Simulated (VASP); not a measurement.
A run of VASP 6.6.1:

The input INCAR:

```
ALGO = Normal ; EDIFF = 1E-6
ENCUT = 550 ; GGA_COMPAT = False
ISIF = 2 ; ISMEAR = 0
LASPH = True ; LCHARG = False
LREAL = False ; LWAVE = False
NBANDS = 16 ; NELM = 120
PREC = Accurate ; SIGMA = 0.01
```

The input KPOINTS:

```
k-points
0
Gamma
  11 11 11
```

POSCAR

```
Hg
1.0
    1.7463233735      1.0082402698      2.1478810803
   -1.7463233735      1.0082402698      2.1478810803
    0.0000000000     -2.0164805396      2.1478810803
Hg
1
Direct
    0.0000000000      1.0000000000      0.0000000000
```

Potentials or basis: VASP PAW LDA potentials, release 64 (Hg_sv_GW).

The run is started by

```bash
$ cat potpaw_LDA.64/Hg_sv_GW/POTCAR > POTCAR
$ mpirun -np 1 vasp_std > vasp.out
```

Hardware: 1 thread of AMD EPYC 7R13 Processor (Zen 3), with other jobs on the host.

Q: How long does it take, and how much memory?

A: Run time: 42 s on 1 thread of AMD EPYC 7R13 Processor (Zen 3), on a shared host, peak memory 0.16 GiB. Counts: scf iterations 10, k points 146.
